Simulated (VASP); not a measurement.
A run of VASP 6.6.1:

Contents of INCAR:

```
SYSTEM = LiF
PREC = Accurate
ENCUT = 750
EDIFF = 1E-7
ISMEAR = -1
SIGMA = 0.05
LREAL = .FALSE.
LASPH = .TRUE.
NELM = 120
ALGO = Normal
ISIF = 3
LWAVE = .FALSE.
LCHARG = .FALSE.
GGA = PS
IBRION = 2
NSW = 80
EDIFFG = -0.02
PSTRESS = 200.0
GGA_COMPAT = .FALSE.
NELMIN = 4
```

KPOINTS

```
Automatic mesh
0
G
  11 11 11
  0 0 0
```

The input POSCAR:

```
LiF
1.0
    0.0000000000      2.0140000000      2.0140000000
    2.0140000000      0.0000000000      2.0140000000
    2.0140000000      2.0140000000      0.0000000000
F Li
1 1
Direct
    0.5000000000      0.5000000000      0.5000000000
    0.0000000000      0.0000000000      0.0000000000
```

Potentials or basis: VASP PAW PBE potentials, release 64 (F, Li_sv).

Command:

```sh
$ cat potpaw_PBE.64/F/POTCAR potpaw_PBE.64/Li_sv/POTCAR > POTCAR
$ mpirun -np 1 vasp_std > vasp.out
```

Hardware: 1 thread of Intel(R) Xeon(R) Platinum 8488C (Sapphire Rapids), with other jobs on the host.

Problem. How long does it take, and how much memory?

Solution. Run time: 42 s on 1 thread of Intel(R) Xeon(R) Platinum 8488C (Sapphire Rapids), on a shared host, peak memory 0.16 GiB. Counts: scf iterations 29, k points 56, ion steps 3.
